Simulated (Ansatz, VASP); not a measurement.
TePb: VASP beside Ansatz

File INCAR:

```
SYSTEM = TePb
PREC = Accurate
ENCUT = 600
EDIFF = 1E-6
ISMEAR = 0
SIGMA = 0.02
LREAL = .False.
LASPH = .True.
NELM = 60
ALGO = Normal
ISIF = 3
LWAVE = .False.
LCHARG = .False.
GGA = PE
IBRION = 2
NSW = 100
EDIFFG = -0.005
```

Contents of KPOINTS:

```
Automatic mesh
0
Gamma
  8 8 8
  0 0 0
```

File POSCAR:

```
TePb
1.0
    0.0000000000      3.2270013417      3.2270013417
    3.2270013417      0.0000000000      3.2270013417
    3.2270013417      3.2270013417      0.0000000000
Pb Te
1 1
Direct
    0.5000000000      0.5000000000      0.5000000000
    0.0000000000      0.0000000000      0.0000000000
```

Input for Ansatz:

```yaml
crystal:
  lattice:
    - [0.0, 3.2270013417, 3.2270013417]
    - [3.2270013417, 0.0, 3.2270013417]
    - [3.2270013417, 3.2270013417, 0.0]
  atoms:
    - { symbol: Pb, position: [0.5, 0.5, 0.5] }
    - { symbol: Te, position: [0.0, 0.0, 0.0] }
basis:
  ecutwfc: 420
kpoints:
  mp_grid: { grid: [8, 8, 8] }
hamiltonian:
  xc: pbe
scf:
  occupations: { method: gaussian, width: 0.02 }
output:
  forces: true
  stress: true
  eigenvalues: true
relax:
  adjacent_minimum: "off"
  f_tol: 0.005
  max_steps: 80
  cell: { stress_tol: 0.05 }
```

Alike in both runs: task relaxation of cell and atoms; functional PBE; k mesh 8 × 8 × 8; occupations gaussian, width 0.02 eV; no spin polarisation.

```csv
,VASP,Ansatz
version,VASP 6.6.1,Ansatz 0.2.0
potentials or method,"VASP PAW PBE potentials, release 64 (Pb_d, Te), cutoff 600 eV","scalar-relativistic, plane waves, PAW"
valence electrons in the cell,20,30
```

|  | VASP | Ansatz | Ansatz less VASP |
| --- | --- | --- | --- |
| gap on the k mesh at the Fermi level, each at its own relaxed structure (eV) | 0.83 | 0.83 | -0.003 |
| relaxed volume (Å³/atom) | 35.42 | 35.44 | +0.019 |
| relaxed length of the cell vector where the two differ most in proportion (Å) | 4.645 | 4.645 | +0.0008 |

VASP's potentials hold 20 valence electrons a cell and Ansatz's 30, so a difference there can come from the potentials and not from the codes.

Neither program's run includes spin-orbit coupling.
